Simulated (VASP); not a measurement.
# RbNa3Te2 (I4/mmm) in VASP: a series of runs, part 2 of 2

VASP 6.6.1.

**4. Relaxation of cell and atoms, PBE**

INCAR reads:

```
PREC = Accurate ; ENCUT = 600
EDIFF = 1E-6 ; ISMEAR = 0
SIGMA = 0.1 ; LREAL = F
LASPH = T ; NELM = 60
ALGO = Normal ; ISIF = 3
LWAVE = F ; LCHARG = F
GGA = PE ; IBRION = 2
NSW = 90 ; EDIFFG = -0.04
```

KPOINTS reads:

```
regular mesh
0
Gamma
  4 4 4
```

POSCAR reads:

```
RbNa3Te2
1.0
   -3.1876798600      3.1876798600      4.3172508500
    3.1876798600     -3.1876798600      4.3172508500
    3.1876798600      3.1876798600     -4.3172508500
Rb Na Te
1 3 2
Direct
    0.5000000000      0.5000000000      0.0000000000
    0.5000000000      0.0000000000      0.5000000000
    0.0000000000      0.5000000000      0.5000000000
    0.0000000000      0.0000000000      0.0000000000
    0.2284971800      0.2284971800      0.0000000000
    0.7715028200      0.7715028200      0.0000000000
```

Potentials or basis: VASP PAW PBE potentials, release 64 (Rb_sv, Na_pv, Te).

Launch:

```bash
> cat potpaw_PBE.64/Rb_sv/POTCAR potpaw_PBE.64/Na_pv/POTCAR potpaw_PBE.64/Te/POTCAR > POTCAR
> mpirun -np 1 vasp_std > vasp.out
```

OUTCAR:

```text
PREC = Accurate
   ENCUT = 600
   EDIFF = 1E-6
   ISMEAR = 0
   LREAL = F
   LASPH = T
   NELM = 60
   ISIF = 3
   GGA = PE
   IBRION = 2
   NSW = 90
   EDIFFG = -0.04

 ion  position               nearest neighbor table
   1  0.500  0.500  0.000-   5 2.34   6 2.34   2 3.19   3 3.19   2 3.19   3 3.19
   2  0.500  0.000  0.500-   1 3.19   1 3.19
   3  0.000  0.500  0.500-   1 3.19   1 3.19
   4  0.000  0.000  0.000-   5 1.97   6 1.97
   5  0.228  0.228  0.000-   4 1.97   1 2.34
   6  0.772  0.772  0.000-   4 1.97   1 2.34

 -----------------------------------------------------------------------------
|                                                                             |
|           W    W    AA    RRRRR   N    N  II  N    N   GGGG   !!!           |
|           W    W   A  A   R    R  NN   N  II  NN   N  G    G  !!!           |
|           W    W  A    A  R    R  N N  N  II  N N  N  G       !!!           |
|           W WW W  AAAAAA  RRRRR   N  N N  II  N  N N  G  GGG   !            |
|           WW  WW  A    A  R   R   N   NN  II  N   NN  G    G                |
|           W    W  A    A  R    R  N    N  II  N    N   GGGG   !!!           |
|                                                                             |
|     The distance between some ions is very small. Please check the          |
|     nearest-neighbor list in the OUTCAR file.                               |
|     I HOPE YOU KNOW WHAT YOU ARE DOING!                                     |
|                                                                             |
 -----------------------------------------------------------------------------

  LATTYP: Found a body centered tetragonal cell.
 ALAT       =     6.3753597200
 C/A-ratio  =     1.3543552175

  Lattice vectors:

 A1 = (  -3.1876798600,   3.1876798600,   4.3172508500)
 A2 = (   3.1876798600,  -3.1876798600,   4.3172508500)
 A3 = (   3.1876798600,   3.1876798600,  -4.3172508500)

Analysis of symmetry for initial positions (statically):
=====================================================================
 Subroutine PRICEL returns:
 Original cell was already a primitive cell.

 Routine SETGRP: Setting up the symmetry group for a
 body centered tetragonal supercell.

 Subroutine GETGRP returns: Found 16 space group operations
[... 160 lines left out ...]
  ---------------------------------------------------
  free energy    TOTEN  =         1.79899496 eV

  energy without entropy =        1.82316343  energy(sigma->0) =        1.81107919

------------------------ aborting loop because EDIFF is reached ----------------------------------------

  FORCE on cell =-STRESS in cart. coord.  units (eV):
  Direction    XX          YY          ZZ          XY          YZ          ZX
  --------------------------------------------------------------------------------------
  -------------------------------------------------------------------------------------
  Total        3.4505121      3.4505121     94.8537839      0.0000000      0.0000000      0.0000000
  in kB       31.5048535     31.5048535    866.0611764      0.0000000      0.0000000      0.0000000
  external PRESSURE =     309.6902945 kB  Pullay stress =       0.0000000 kB
[... 27 lines left out ...]
--------------------------------------- Ionic step        2  -------------------------------------------

 number of electron      42.0000077 magnetization

 E-fermi :  -0.0875     XC(G=0):  -6.1690

 val. band max:       -0.1357992685   @ k =   0.2500  -0.0000   0.0000
 cond. band min:      -0.0814440843   @ k =   0.5000   0.2500   0.0000
 fundamental gap:      0.0543551842
 Fermi energy:        -0.0874593075

 k-point     1 :       0.0000    0.0000    0.0000
  band No.  band energies     occupation
      1     -28.7347      2.00000
      2     -26.1445      2.00000
      3     -26.1445      2.00000
      4     -26.0936      2.00000
      5     -26.0936      2.00000
      6     -26.0320      2.00000
[... 426 lines left out ...]
  FREE ENERGIE OF THE ION-ELECTRON SYSTEM (eV)
  ---------------------------------------------------
  free  energy   TOTEN  =       -10.6273930779 eV

  energy  without entropy=      -10.6115204380  energy(sigma->0) =      -10.61945676

[... ionic steps 4 to 11 ...]

--------------------------------------- Ionic step       12  -------------------------------------------

 number of electron      42.0000008 magnetization

------------------------ aborting loop because EDIFF is reached ----------------------------------------
[... 75 lines left out ...]
--------------------------------------- Ionic step       14  -------------------------------------------

 number of electron      41.9999989 magnetization

 Free energy of the ion-electron system (eV)
  ---------------------------------------------------
  ext. energy  EPLUGINS =         0.00000000
  ---------------------------------------------------
  free energy    TOTEN  =       -11.28392255 eV

  energy without entropy =      -11.27976971  energy(sigma->0) =      -11.28184613

 E-fermi :   0.0862     XC(G=0):  -6.1670

 val. band max:        0.0289333386   @ k =   0.5000   0.5000   0.0000
 cond. band min:       0.2899835799   @ k =  -0.2500  -0.2500   0.2500
 fundamental gap:      0.2610502413
 Fermi energy:         0.0862449094

 k-point     1 :       0.0000    0.0000    0.0000
  band No.  band energies     occupation
      1     -28.0137      2.00000
      2     -26.1902      2.00000
      3     -26.1902      2.00000
      4     -26.1252      2.00000
      5     -26.1252      2.00000
      6     -26.1016      2.00000
[... 386 lines left out ...]
  FREE ENERGIE OF THE ION-ELECTRON SYSTEM (eV)
  ---------------------------------------------------
  free  energy   TOTEN  =       -11.2839225471 eV

  energy  without entropy=      -11.2797697068  energy(sigma->0) =      -11.28184613

 reached required accuracy - stopping structural energy minimisation
```

OSZICAR:

```text
N       E                     dE             d eps       ncg     rms          rms(c)
DAV:   1     0.418320323159E+03    0.41832E+03   -0.21409E+04   666   0.177E+03
DAV:   2     0.390332278155E+02   -0.37929E+03   -0.37494E+03   726   0.427E+02
DAV:   3     0.202771741915E+01   -0.37006E+02   -0.36361E+02  1047   0.137E+02
[... 140 lines left out ...]
DAV:   3    -0.112844297101E+02    0.41576E-02   -0.71393E-03   705   0.497E-01    0.155E-01
DAV:   4    -0.112839345415E+02    0.49517E-03   -0.13979E-03   823   0.149E-01    0.462E-02
DAV:   5    -0.112839217288E+02    0.12813E-04   -0.12493E-04   907   0.449E-02    0.214E-02
DAV:   6    -0.112839221763E+02   -0.44746E-06   -0.17998E-05   732   0.300E-02    0.443E-03
DAV:   7    -0.112839225471E+02   -0.37078E-06   -0.71231E-07   427   0.732E-03
  14 F= -.11283923E+02 E0= -.11281846E+02  d E =-.282806E-02
```

It took 8.7 min on 1 thread of Intel Xeon 6975P-C (Granite Rapids), shared host; peak memory 0.41 GiB.

Results:

```yaml
Free_energy: -11.2839 eV
Relaxed_volume: 51.89 Å³/atom
Relaxed_cell: a = 7.852 Å, b = 7.852 Å, c = 7.852 Å, α = 125.21°, β = 125.21°, γ = 81.19°
Space_group_after_relaxing_to_0.1_Å: I4/mmm (No. 139)
Energy_gained_by_relaxing: 2180.5 meV/atom
Ionic_steps: 14
Pressure_after_relaxing: 0.0 GPa
Largest_force_after_relaxing: 0.034 eV/Å
Band_gap_on_the_k_mesh: zero (bands 21 and 22 overlap by 0.20 eV)
```

Forces in eV/Å, atoms in the order of the input:
```
Rb   0.000  0.000  0.000
Na   0.000  0.000  0.000
Na   0.000  0.000  0.000
Na   0.000  0.000  0.000
Te   0.000  0.000 -0.034
Te   0.000  0.000  0.034
```

The path:
| step | energy change (eV) | largest force (eV/Å) | pressure (GPa) | volume (Å³) |
| --- | --- | --- | --- | --- |
| 1 | 0.0000 | 2.7994 | 30.97 | 175.48 |
| 2 | -10.1258 | 0.3372 | -1.75 | 326.71 |
| 3 | -12.4264 | 1.4984 | 1.20 | 248.25 |
| 4 | -12.4339 | 1.5185 | 1.35 | 246.76 |
| 5 | -12.4381 | 1.5457 | 1.58 | 244.60 |
| 6 | -12.7558 | 1.0472 | 0.95 | 258.43 |
| 7 | -13.0530 | 0.3261 | 0.19 | 297.07 |
| 8 | -13.0559 | 0.2148 | 0.20 | 293.87 |
| 9 | -13.0559 | 0.1778 | 0.21 | 292.83 |
| 10 | -13.0656 | 0.1179 | 0.17 | 296.64 |
| 11 | -13.0798 | 0.0541 | -0.04 | 308.23 |
| 12 | -13.0801 | 0.0820 | -0.06 | 310.18 |
| 13 | -13.0802 | 0.0107 | 0.13 | 312.42 |
| 14 | -13.0829 | 0.0344 | 0.02 | 311.33 |

Final structure:
```cif
data_structure
_symmetry_space_group_name_H-M 'P 1'
_symmetry_Int_Tables_number 1
_cell_length_a 7.8522
_cell_length_b 7.8522
_cell_length_c 7.8522
_cell_angle_alpha 125.209
_cell_angle_beta 125.209
_cell_angle_gamma 81.192
_cell_volume 311.33
loop_
_atom_site_label
_atom_site_type_symbol
_atom_site_fract_x
_atom_site_fract_y
_atom_site_fract_z
_atom_site_occupancy
Rb1 Rb 0.50000 0.50000 0.00000 1
Na1 Na 0.50000 0.00000 0.50000 1
Na2 Na 0.00000 0.50000 0.50000 1
Na3 Na 0.00000 0.00000 0.00000 1
Te1 Te 0.22456 0.22456 0.00000 1
Te2 Te 0.77544 0.77544 0.00000 1
```

Levels at points of the mesh, in eV from the Fermi level:
```csv
k point,band 18,band 19,band 20,band 21,band 22,band 23,band 24,band 25
"(0.00, 0.00, 0.00)",-0.88,-0.82,-0.55,-0.26,-0.26,1.31,2.11,2.11
"(0.50, 0.00, 0.00)",-0.92,-0.72,-0.70,-0.51,0.73,1.08,2.42,2.76
"(0.50, 0.50, 0.00)",-1.12,-0.67,-0.30,-0.06,0.80,1.16,1.63,2.11
"(0.50, 0.50, 0.50)",-1.01,-0.56,-0.16,-0.16,0.65,0.94,2.50,3.03
```

Caveat: the volume moved by over 15 % at a fixed basis, so the end points are rough; spin-orbit coupling is left out, which moves the levels of the heavy elements.

**5. Single point, PBE**

This run uses another cell than the first one, of 52.66 Å³/atom.

INCAR reads:

```
SYSTEM = RbNa3Te2
PREC = Accurate
ENCUT = 520
EDIFF = 1E-6
ISMEAR = 0
SIGMA = 0.1
LREAL = .False.
LASPH = .True.
NELM = 100
ALGO = Fast
ISIF = 2
LWAVE = .False.
LCHARG = .False.
GGA = PE
NBANDS = 30
```

KPOINTS reads:

```
regular mesh
0
Gamma
  8 8 8
  0 0 0
```

POSCAR reads:

```
RbNa3Te2
1.0
   -3.6362661178      3.6362661178      5.9733840345
    3.6362661178     -3.6362661178      5.9733840345
    3.6362661178      3.6362661178     -5.9733840345
Rb Na Te
1 3 2
Direct
    0.5000000000      0.5000000000      0.0000000000
    0.5000000000      0.0000000000      0.5000000000
    0.0000000000      0.5000000000      0.5000000000
    0.0000000000      0.0000000000      0.0000000000
    0.2241853011      0.2241853011      0.0000000000
    0.7758146989      0.7758146989      0.0000000000
```

Launch:

```bash
> cat potpaw_PBE.64/Rb_sv/POTCAR potpaw_PBE.64/Na_pv/POTCAR potpaw_PBE.64/Te/POTCAR > POTCAR
> mpirun -np 1 vasp_std > vasp.out
```

Run time: 10 min. Hardware: 1 thread of Intel Xeon 6975P-C (Granite Rapids), shared host; peak memory 0.82 GiB.

The run converged. Its results:

| Quantity | Value |
| --- | --- |
| Free energy | -11.3125 eV |
| Pressure | 0.0 GPa |
| Largest force | 0.008 eV/Å |
| Band gap on the k mesh | zero (bands 21 and 22 overlap by 0.20 eV) |

Forces on the atoms (eV/Å):
```
Rb   0.000  0.000  0.000
Na   0.000  0.000  0.000
Na   0.000  0.000  0.000
Na   0.000  0.000  0.000
Te   0.000  0.000  0.008
Te   0.000  0.000 -0.008
```

Levels at points of the mesh, in eV from the Fermi level:
```
           k point  band 19  band 20  band 21  band 22  band 23  band 24
(0.00, 0.00, 0.00)    -0.79    -0.52    -0.24    -0.24     1.33     2.14
(0.50, 0.00, 0.00)    -0.69    -0.67    -0.48     0.76     1.08     2.45
(0.50, 0.50, 0.00)    -0.64    -0.29    -0.05     0.82     1.19     1.63
(0.50, 0.50, 0.50)    -0.53    -0.15    -0.15     0.67     0.95     2.51
```

Caveat: spin-orbit coupling is left out, which moves the levels of the heavy elements.

**6. Summary**

```tsv
task	cell	k mesh	cutoff (eV)	gap on the mesh (eV)	pressure (GPa)	largest force (eV/Å)
single point	a = 6.242 Å, angles 118.6, 118.6, 92.5°, 6 atoms, atomic positions A	4 × 4 × 4	520	none	31.0	2.80
single point	a = 7.879 Å, angles 125.0, 125.0, 81.5°, 6 atoms, atomic positions B	4 × 4 × 4	520	none	0.0	0.01
relaxation of cell and atoms	relaxed from a = 6.242 Å, angles 118.6, 118.6, 92.5°, 6 atoms, atomic positions A	4 × 4 × 4	600	none	0.0	0.03
single point	a = 7.882 Å, angles 125.1, 125.1, 81.4°, 6 atoms, atomic positions B	8 × 8 × 8	520	none	0.0	0.01
```

Alike in all rows: level PBE; potentials or basis VASP PAW PBE potentials, release 64 (Rb_sv, Na_pv, Te); no spin polarisation; smearing gaussian 0.1 eV.

Caveats: spin-orbit coupling is left out, which moves the levels of the heavy elements; atoms lie so close that the PAW spheres overlap strongly, which falsifies energies and pressures (at least some runs); the cell stands under pressure (at least some runs); forces of over 1 eV/Å act on the atoms, so gaps and moduli don't describe the material at rest (at least some runs); the volume moved by over 15 % at a fixed basis, so the end points are rough (at least some runs).

Absolute energies hang on the potentials; compare differences alone.
